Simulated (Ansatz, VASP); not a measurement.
Mg2ZnN2: VASP beside Ansatz

File INCAR:

```
SYSTEM = Mg2ZnN2
PREC = Accurate ; ENCUT = 600
EDIFF = 1E-6 ; ISMEAR = 0
SIGMA = 0.02 ; LREAL = .False.
LASPH = .True. ; NELM = 100
ALGO = Normal ; ISIF = 3
LWAVE = .False. ; LCHARG = .False.
GGA = PE ; IBRION = 2
NSW = 100 ; EDIFFG = -0.005
```

Contents of KPOINTS:

```
regular mesh
0
Gamma
  12 12 12
  0 0 0
```

POSCAR

```
Mg2ZnN2
1.0
   -1.5792711899      1.5792711899      6.1270889905
    1.5792711899     -1.5792711899      6.1270889905
    1.5792711899      1.5792711899     -6.1270889905
Mg Zn N
2 1 2
Direct
    0.3276862528      0.3276862528      0.0000000000
    0.6723137472      0.6723137472      0.0000000000
    0.0000000000      0.0000000000      0.0000000000
    0.1504033485      0.1504033485      0.0000000000
    0.8495966515      0.8495966515      0.0000000000
```

Input for Ansatz:

```yaml
crystal:
  lattice:
    - [-1.5792711899, 1.5792711899, 6.1270889905]
    - [1.5792711899, -1.5792711899, 6.1270889905]
    - [1.5792711899, 1.5792711899, -6.1270889905]
  atoms:
    - { symbol: Mg, position: [0.3276862528, 0.3276862528, 0.0] }
    - { symbol: Mg, position: [0.6723137472, 0.6723137472, 0.0] }
    - { symbol: Zn, position: [0.0, 0.0, 0.0] }
    - { symbol: "N", position: [0.1504033485, 0.1504033485, 0.0] }
    - { symbol: "N", position: [0.8495966515, 0.8495966515, 0.0] }
basis:
  ecutwfc: 420
kpoints:
  mp_grid: { grid: [12, 12, 12] }
hamiltonian:
  xc: pbe
scf:
  occupations: { method: gaussian, width: 0.02 }
output:
  forces: true
  stress: true
  eigenvalues: true
relax:
  adjacent_minimum: "off"
  f_tol: 0.005
  max_steps: 80
  cell: { stress_tol: 0.05 }
```

Alike in both runs: task relaxation of cell and atoms; functional PBE; k mesh 12 × 12 × 12; occupations gaussian, width 0.02 eV; no spin polarisation.

```csv
,VASP,Ansatz
version,VASP 6.6.1,Ansatz 0.2.0
potentials or method,"VASP PAW PBE potentials, release 64 (Mg, Zn, N), cutoff 600 eV","scalar-relativistic, plane waves, PAW"
valence electrons in the cell,26,42
```

```csv
,VASP,Ansatz,Ansatz less VASP
"gap on the k mesh at the Fermi level, each at its own relaxed structure (eV)",0.49,0.53,+0.034
relaxed volume (Å³/atom),12.18,12.21,+0.033
relaxed cell length with the largest relative difference (Å),6.523,6.517,-0.0068
```

VASP's potentials hold 26 valence electrons a cell and Ansatz's 42, so a difference there can come from the potentials and not from the codes.
